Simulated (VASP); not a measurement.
# HfGe3 (Pm-3m) in VASP: further runs

The runs below take HfGe3 through single point, relaxation of cell and atoms, with PBE.

Program: VASP 6.6.1. These are calculated values, not measurements. Logs are shortened: lines on timing, memory, paths and dates and some standing lists are left out, and cuts for length are marked.

### 1 The cell of the first run

Symmetry: Pm-3m, No. 221, cubic system. Conventional cell: a = 4.557 Å, b = 4.557 Å, c = 4.557 Å, α = 90.00°, β = 90.00°, γ = 90.00°. Hf (site symmetry m-3m) has 6 Ge at 2.28 Å within 3.0 Å. Ge (site symmetry 4/mmm) has 2 Hf at 2.28 Å within 3.0 Å.

### 2 Single point, PBE

INCAR

```
ALGO = Normal
EDIFF = 1E-6
ENCUT = 520
GGA = PE
ISIF = 2
ISMEAR = 0
LASPH = True
LCHARG = True
LELF = True
LREAL = False
LVHAR = True
LWAVE = False
NBANDS = 34
NELM = 80
PREC = Accurate
SIGMA = 0.1
```

KPOINTS

```
k-points
0
Gamma
  4 4 4
```

POSCAR

```
HfGe3
1.0
    4.5568466500      0.0000000000      0.0000000000
    0.0000000000      4.5568466500      0.0000000000
    0.0000000000      0.0000000000      4.5568466500
Hf Ge
1 3
Direct
    0.0000000000      0.0000000000      0.0000000000
    0.5000000000      0.0000000000      0.0000000000
    0.0000000000      0.5000000000      0.0000000000
    0.0000000000      0.0000000000      0.5000000000
```

Potentials or basis: VASP PAW PBE potentials, release 64 (Hf_pv, Ge_d).

Command:

```sh
> cat potpaw_PBE.64/Hf_pv/POTCAR potpaw_PBE.64/Ge_d/POTCAR > POTCAR
> mpirun -np 1 vasp_std > vasp.out
```

OUTCAR:

```text
EDIFF = 1E-6
   ENCUT = 520
   GGA = PE
   ISIF = 2
   ISMEAR = 0
   LASPH = True
   LREAL = False
   NELM = 80
   PREC = Accurate

 ion  position               nearest neighbor table
   1  0.000  0.000  0.000-   2 2.28   3 2.28   4 2.28   4 2.28   3 2.28   2 2.28
   2  0.500  0.000  0.000-   1 2.28   1 2.28
   3  0.000  0.500  0.000-   1 2.28   1 2.28
   4  0.000  0.000  0.500-   1 2.28   1 2.28

  LATTYP: Found a simple cubic cell.
 ALAT       =     4.5568466500

  Lattice vectors:

 A1 = (   4.5568466500,   0.0000000000,   0.0000000000)
 A2 = (   0.0000000000,   4.5568466500,   0.0000000000)
 A3 = (   0.0000000000,   0.0000000000,   4.5568466500)

Analysis of symmetry for initial positions (statically):
=====================================================================
 Subroutine PRICEL returns:
 Original cell was already a primitive cell.

 Routine SETGRP: Setting up the symmetry group for a
 simple cubic supercell.

 Subroutine GETGRP returns: Found 48 space group operations
[... 9 lines left out ...]

 Routine SETGRP: Setting up the symmetry group for a
 simple cubic supercell.

 Subroutine GETGRP returns: Found 48 space group operations
 (whereof 48 operations were pure point group operations)
 out of a pool of 48 trial point group operations.

The dynamic configuration has the point symmetry O_h .

 Subroutine INISYM returns: Found 48 space group operations
 (whereof 48 operations are pure point group operations),
 and found     1 'primitive' translations

----------------------------------------------------------------------------------------

                                     Primitive cell

  volume of cell :      94.6222

  direct lattice vectors                    reciprocal lattice vectors
     4.556846650  0.000000000  0.000000000     0.219450001  0.000000000  0.000000000
     0.000000000  4.556846650  0.000000000     0.000000000  0.219450001  0.000000000
     0.000000000  0.000000000  4.556846650     0.000000000  0.000000000  0.219450001

  length of vectors
     4.556846650  4.556846650  4.556846650     0.219450001  0.219450001  0.219450001

  position of ions in fractional coordinates (direct lattice)
     0.000000000  0.000000000  0.000000000
     0.500000000  0.000000000  0.000000000
     0.000000000  0.500000000  0.000000000
     0.000000000  0.000000000  0.500000000

  ion indices of the primitive-cell ions
   primitive index   ion index
                 1           1
                 2           2
                 3           3
                 4           4

----------------------------------------------------------------------------------------

 KPOINTS: k-points

Automatic generation of k-mesh.
 Grid dimensions read from file:
 generate k-points for:    4    4    4

 Generating k-lattice:

  Cartesian coordinates                     Fractional coordinates (reciprocal lattice)
     0.054862500  0.000000000  0.000000000     0.250000000  0.000000000  0.000000000
     0.000000000  0.054862500  0.000000000     0.000000000  0.250000000  0.000000000
     0.000000000  0.000000000  0.054862500     0.000000000  0.000000000  0.250000000

  Length of vectors
     0.054862500  0.054862500  0.054862500

  Shift w.r.t. Gamma in fractional coordinates (k-lattice)
     0.000000000  0.000000000  0.000000000

 Subroutine IBZKPT returns following result:
 ===========================================

 Found     10 irreducible k-points:

 Following reciprocal coordinates:
            Coordinates               Weight
  0.000000  0.000000  0.000000      1.000000
  0.250000  0.000000  0.000000      6.000000
  0.500000  0.000000  0.000000      3.000000
  0.250000  0.250000  0.000000     12.000000
  0.500000  0.250000  0.000000     12.000000
  0.500000  0.500000  0.000000      3.000000
  0.250000  0.250000  0.250000      8.000000
  0.500000  0.250000  0.250000     12.000000
  0.500000  0.500000  0.250000      6.000000
  0.500000  0.500000  0.500000      1.000000
   k-points           NKPTS =     10   k-points in BZ     NKDIM =     10   number of bands    NBANDS=     34
   number of dos      NEDOS =    301   number of ions     NIONS =      4
   total plane-waves  NPLWV =  46656
   dimension x,y,z NGX =    36 NGY =   36 NGZ =   36
   dimension x,y,z NGXF=    72 NGYF=   72 NGZF=   72
   ions per type =               1   3
   NGX,Y,Z   is equivalent  to a cutoff of  13.13, 13.13, 13.13 a.u.
   NGXF,Y,Z  is equivalent  to a cutoff of  26.27, 26.27, 26.27 a.u.
 SYSTEM =  unknown system
   PREC   = accura    normal or accurate (medium, high low for compatibility)
   ISTART =      0    job   : 0-new  1-cont  2-samecut
   ICHARG =      2    charge: 1-file 2-atom 10-const
   ISPIN  =      1    spin polarized calculation?
   LNONCOLLINEAR =      F non collinear calculations
   LSORBIT =      F    spin-orbit coupling
   LASPH  =      T    aspherical Exc in radial PAW
   ENCUT  =  520.0 eV  38.22 Ry    6.18 a.u.   8.47  8.47  8.47*2*pi/ulx,y,z
   NELM   =     80;   NELMIN=  2; NELMDL= -5     # of ELM steps
   EDIFF  = 0.1E-05   stopping-criterion for ELM
   LREAL  =      F    real-space projection
   EDIFFG = 0.1E-04   stopping-criterion for IOM
   NSW    =      0    number of steps for IOM
   IBRION =     -1    ionic relax: 0-MD 1-quasi-New 2-CG
   NFREE  =      0    steps in history (QN), initial steepest desc. (CG)
   ISIF   =      2    stress and relaxation
   ISYM   =      2    0-nonsym 1-usesym 2-fastsym
   POTIM  = 0.5000    time-step for ionic-motion
   TEBEG  =    0.0;   TEEND  =   0.0 temperature during run
   PSTRESS=    0.0 pullay stress
   NELECT =      52.0000    total number of electrons
   NUPDOWN=      -1.0000    fix difference up-down
   EMIN   =  10.00;   EMAX   =-10.00  energy-range for DOS
   EFERMI =   0.00;   METHOD = LEGACY
   ISMEAR =     0;   SIGMA  =   0.10  broadening in eV -4-tet -1-fermi 0-gaus
   EFERMI_NEDOS =   21; number of points for ismear=-14 and -15
   IALGO  =     38    algorithm
   IMIX   =      4    mixing-type and parameters
     AMIX     =   0.40;   BMIX     =  1.00
     AMIX_MAG =   1.60;   BMIX_MAG =  1.00
  volume/ion in A,a.u.               =      23.66       159.64
  Fermi-wavevector in a.u.,A,eV,Ry     =   1.340947  2.534022 24.465155  1.798138
  Thomas-Fermi vector in A             =   2.469219
   LORBIT       =      0    0 simple, 1 ext, 2 COOP (PROOUT), +10 PAW based schemes
   GGA     = PE    functional components
   LHFCALC =     F    Hartree Fock is set to
   AEXX    =    0.0000 exact exchange contribution
   IVDW    =     0    specifies the selected vdW correction
   LEPSILON=     F    determine dielectric tensor
   LRPA    =     F    only Hartree local field effects (RPA)
 non-spin polarized calculation
 Gauss-broadening in eV      SIGMA  =   0.10
  energy-cutoff  :      520.00
  volume of cell :       94.62
 maximum number of plane-waves:      2560
 NGX is ok and might be reduce to    36
   NGX = 17   NGY = 17   NGZ = 17

 number of electron      51.9999975 magnetization

 Free energy of the ion-electron system (eV)
  ---------------------------------------------------
  ext. energy  EPLUGINS =         0.00000000
  ---------------------------------------------------
  free energy    TOTEN  =       -17.40681414 eV

  energy without entropy =      -17.37989142  energy(sigma->0) =      -17.39335278

 E-fermi :   3.2035     XC(G=0):  -9.6476

 val. band max:        3.1667293196   @ k =   0.5000   0.5000   0.2500
 cond. band min:       3.2059277864   @ k =   0.5000   0.2500   0.2500
 fundamental gap:      0.0391984668
 Fermi energy:         3.2034589250

 k-point     1 :       0.0000    0.0000    0.0000
  band No.  band energies     occupation
      1     -25.3681      2.00000
      2     -25.3681      2.00000
      3     -25.3681      2.00000
      4     -20.7776      2.00000
      5     -20.7776      2.00000
      6     -20.7511      2.00000
[... 26 lines left out ...]
     33       8.8694      0.00000
     34       8.8694      0.00000

 k-point     2 :       0.2500    0.0000    0.0000
  band No.  band energies     occupation
      1     -25.4777      2.00000
      2     -25.3730      2.00000
      3     -25.3730      2.00000
      4     -20.7774      2.00000
      5     -20.7604      2.00000
      6     -20.7241      2.00000
[... 26 lines left out ...]
     33       9.3702      0.00000
     34       9.3702      0.00000

 k-point     3 :       0.5000    0.0000    0.0000
  band No.  band energies     occupation
      1     -25.5812      2.00000
      2     -25.3780      2.00000
      3     -25.3780      2.00000
      4     -20.7773      2.00000
      5     -20.7598      2.00000
      6     -20.7231      2.00000
[... 26 lines left out ...]
     33      10.4430      0.00000
     34      10.4430      0.00000

 k-point     4 :       0.2500    0.2500    0.0000
  band No.  band energies     occupation
      1     -25.4824      2.00000
      2     -25.4824      2.00000
      3     -25.3780      2.00000
      4     -20.7691      2.00000
      5     -20.7074      2.00000
      6     -20.7035      2.00000
[... 26 lines left out ...]
     33       9.5753      0.00000
     34      10.1737      0.00000

 k-point     5 :       0.5000    0.2500    0.0000
  band No.  band energies     occupation
      1     -25.5856      2.00000
      2     -25.4871      2.00000
      3     -25.3829      2.00000
      4     -20.7687      2.00000
      5     -20.7047      2.00000
      6     -20.6874      2.00000
[... 26 lines left out ...]
     33      10.4612      0.00000
     34      10.9401      0.00000

 k-point     6 :       0.5000    0.5000    0.0000
  band No.  band energies     occupation
      1     -25.5901      2.00000
      2     -25.5901      2.00000
      3     -25.3878      2.00000
      4     -20.7683      2.00000
      5     -20.6833      2.00000
      6     -20.6833      2.00000
[... 26 lines left out ...]
     33      10.6202      0.00000
     34      10.6202      0.00000

 k-point     7 :       0.2500    0.2500    0.2500
  band No.  band energies     occupation
      1     -25.4871      2.00000
      2     -25.4871      2.00000
      3     -25.4871      2.00000
      4     -20.7040      2.00000
      5     -20.7009      2.00000
      6     -20.7009      2.00000
[... 26 lines left out ...]
     33       8.1864      0.00000
     34       9.9061      0.00000

 k-point     8 :       0.5000    0.2500    0.2500
  band No.  band energies     occupation
      1     -25.5901      2.00000
      2     -25.4917      2.00000
      3     -25.4917      2.00000
      4     -20.7020      2.00000
      5     -20.6895      2.00000
      6     -20.6859      2.00000
[... 26 lines left out ...]
     33       9.8801      0.00000
     34      10.0579      0.00000

 k-point     9 :       0.5000    0.5000    0.2500
  band No.  band energies     occupation
      1     -25.5945      2.00000
      2     -25.5945      2.00000
      3     -25.4964      2.00000
      4     -20.6938      2.00000
      5     -20.6847      2.00000
      6     -20.6847      2.00000
[... 26 lines left out ...]
     33       9.9186      0.00000
     34       9.9186      0.00000

 k-point    10 :       0.5000    0.5000    0.5000
  band No.  band energies     occupation
      1     -25.5989      2.00000
      2     -25.5989      2.00000
      3     -25.5989      2.00000
      4     -20.6858      2.00000
      5     -20.6858      2.00000
      6     -20.6858      2.00000
[... 26 lines left out ...]
     33       9.4432      0.00000
     34       9.4432      0.00000

------------------------ aborting loop because EDIFF is reached ----------------------------------------

  FORCE on cell =-STRESS in cart. coord.  units (eV):
  Direction    XX          YY          ZZ          XY          YZ          ZX
  --------------------------------------------------------------------------------------
  -------------------------------------------------------------------------------------
  Total       20.1944039     20.1944039     20.1944039     -0.0000000      0.0000000     -0.0000000
  in kB      341.9387973    341.9387973    341.9387973     -0.0000000      0.0000000     -0.0000000
  external PRESSURE =     341.9387973 kB  Pullay stress =       0.0000000 kB

 VOLUME and BASIS-vectors are now :
 -----------------------------------------------------------------------------
  energy-cutoff  :      520.00
  volume of cell :       94.62
      direct lattice vectors                 reciprocal lattice vectors
     4.556846650  0.000000000  0.000000000     0.219450001  0.000000000  0.000000000
     0.000000000  4.556846650  0.000000000     0.000000000  0.219450001  0.000000000
     0.000000000  0.000000000  4.556846650     0.000000000  0.000000000  0.219450001

 POSITION                                       TOTAL-FORCE (eV/Angst)
 -----------------------------------------------------------------------------------
      0.00000      0.00000      0.00000         0.000000      0.000000      0.000000
      2.27842      0.00000      0.00000         0.000000      0.000000      0.000000
      0.00000      2.27842      0.00000         0.000000      0.000000      0.000000
      0.00000      0.00000      2.27842         0.000000      0.000000      0.000000
 -----------------------------------------------------------------------------------
    total drift:                                0.000000      0.000000     -0.000000

  FREE ENERGIE OF THE ION-ELECTRON SYSTEM (eV)
  ---------------------------------------------------
  free  energy   TOTEN  =       -17.4068141431 eV

  energy  without entropy=      -17.3798914226  energy(sigma->0) =      -17.39335278
```

It took 15 s on 1 thread of Intel Xeon 6975P-C (Granite Rapids), shared host; peak memory 0.2 GiB.

What came out:

```
Free energy            : -17.4068 eV
Pressure               : 34.2 GPa
Band gap on the k mesh : zero (band 26 reaches 4.93 eV, above the bottom of band 27 at 1.89 eV)
```

Caveat: spin-orbit coupling is left out, which moves the levels of the heavy elements.

### 3 Single point, PBE

This run uses another cell than the first one, of 35.04 Å³/atom, 1.481 times its volume.

INCAR

```
SYSTEM = HfGe3
ALGO = Normal
EDIFF = 1E-7
ENCUT = 520
GGA = PE
ISIF = 2
ISMEAR = 0
LASPH = .TRUE.
LCHARG = .FALSE.
LREAL = .FALSE.
LWAVE = .FALSE.
NBANDS = 34
NELM = 80
PREC = Accurate
SIGMA = 0.1
```

KPOINTS

```
k-points
0
G
  4 4 4
  0 0 0
```

POSCAR

```
HfGe3
1.0
    5.1944752854      0.0000000000      0.0000000000
    0.0000000000      5.1944752854      0.0000000000
    0.0000000000      0.0000000000      5.1944752854
Hf Ge
1 3
Direct
    0.0000000000      0.0000000000      0.0000000000
    0.5000000000      0.0000000000      0.0000000000
    0.0000000000      0.5000000000      0.0000000000
    0.0000000000      0.0000000000      0.5000000000
```

Potentials or basis: VASP PAW PBE potentials, release 64 (Hf_pv, Ge_d).

Command:

```sh
> cat potpaw_PBE.64/Hf_pv/POTCAR potpaw_PBE.64/Ge_d/POTCAR > POTCAR
> mpirun -np 1 vasp_std > vasp.out
```

Wall time 22 s (1 thread of Intel Xeon 6975P-C (Granite Rapids), shared host); peak memory 0.25 GiB.

Results (log left out):

* Free energy: -21.1863 eV
* Pressure: 0.5 GPa
* Band gap on the k mesh: zero (band 26 reaches 2.72 eV, above the bottom of band 27 at -0.10 eV)

Levels at points of the mesh, in eV from the Fermi level:
| k point | band 24 | band 25 | band 26 | band 27 | band 28 | band 29 |
| --- | --- | --- | --- | --- | --- | --- |
| (0.00, 0.00, 0.00) | -0.88 | 2.00 | 2.00 | 2.00 | 2.23 | 2.23 |
| (0.50, 0.00, 0.00) | -0.25 | -0.19 | -0.19 | 0.63 | 1.44 | 2.06 |
| (0.50, 0.50, 0.00) | -0.84 | -0.10 | -0.10 | 0.71 | 1.12 | 1.12 |
| (0.50, 0.50, 0.50) | -1.75 | -1.75 | -0.81 | -0.81 | 4.25 | 4.25 |

Caveat: spin-orbit coupling is left out, which moves the levels of the heavy elements.

(Continued in part 2 of 2.)
